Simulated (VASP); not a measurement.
Wanted: the native input for a VASP 6.6.1 run.

```
Task                   : single point
Functional             : r2SCAN
Dispersion             : D4
Potentials or basis    : VASP PAW PBE potentials, release 64 (Pt, Al)
Cutoff                 : 520 eV
k mesh                 : 5 × 5 × 5
Occupations            : fermi-dirac, width 0.0377 eV
Spin                   : no spin polarisation
Dipole correction      : no
Further INCAR settings : ALGO = Normal; EDIFF = 1e-06; NBANDS = 15
```

Al2Pt:

```
CELL_PARAMETERS angstrom
0.00000 2.95015 2.95015
2.95015 0.00000 2.95015
2.95015 2.95015 0.00000
ATOMIC_POSITIONS crystal
Pt 0.00000 0.00000 0.00000
Al 0.25000 0.25000 0.25000
Al 0.75000 0.75000 0.75000
```

These files were run (other wordings do the same):

POSCAR

```
Al2Pt
1.0
    0.0000000000      2.9501491000      2.9501491000
    2.9501491000      0.0000000000      2.9501491000
    2.9501491000      2.9501491000      0.0000000000
Pt Al
1 2
Direct
    0.0000000000      0.0000000000      0.0000000000
    0.2500000000      0.2500000000      0.2500000000
    0.7500000000      0.7500000000      0.7500000000
```

INCAR.step1

```
PREC = Accurate
ENCUT = 520
ISMEAR = -1
SIGMA = 0.0377
LREAL = False
LASPH = True
NELM = 80
NBANDS = 15
GGA = PE
ALGO = Normal
EDIFF = 1E-4
LWAVE = True
LCHARG = False
```

INCAR.step2

```
PREC = Accurate
ENCUT = 520
EDIFF = 1E-6
ISMEAR = -1
SIGMA = 0.0377
LREAL = False
LASPH = True
NELM = 80
ALGO = Normal
ISIF = 2
LWAVE = False
LCHARG = False
METAGGA = R2SCAN
LMIXTAU = True
IVDW = 13
VDW_S6 = 1.0
VDW_S8 = 0.6018749
VDW_A1 = 0.51559235
VDW_A2 = 5.77342911
NBANDS = 15
ISTART = 1
```

KPOINTS

```
Automatic mesh
0
Gamma
  5 5 5
```

Potentials or basis: VASP PAW PBE potentials, release 64 (Pt, Al).

The run is started by

```console
$ cat potpaw_PBE.64/Pt/POTCAR potpaw_PBE.64/Al/POTCAR > POTCAR
$ cp INCAR.step1 INCAR
$ mpirun -np 1 vasp_std > vasp.out
$ cp INCAR.step2 INCAR
$ mpirun -np 1 vasp_std > vasp.out
```

It gave:

The pressure is -1.1 GPa and the band gap on the k mesh is zero (bands 8 and 9 overlap by 5.22 eV). The dispersion energy per atom is -0.147 eV.

Caveat: the k points lie up to 0.37 Å⁻¹ apart, too coarse for converged energies and pressures of a metal; the PAW data sets were made with another functional, which shifts forces and pressure a little; spin-orbit coupling is left out, which moves the levels of the heavy elements.

It took 19 s on 1 thread of Intel(R) Xeon(R) 6975P-C (Granite Rapids) (shared host), peak memory 0.18 GiB.
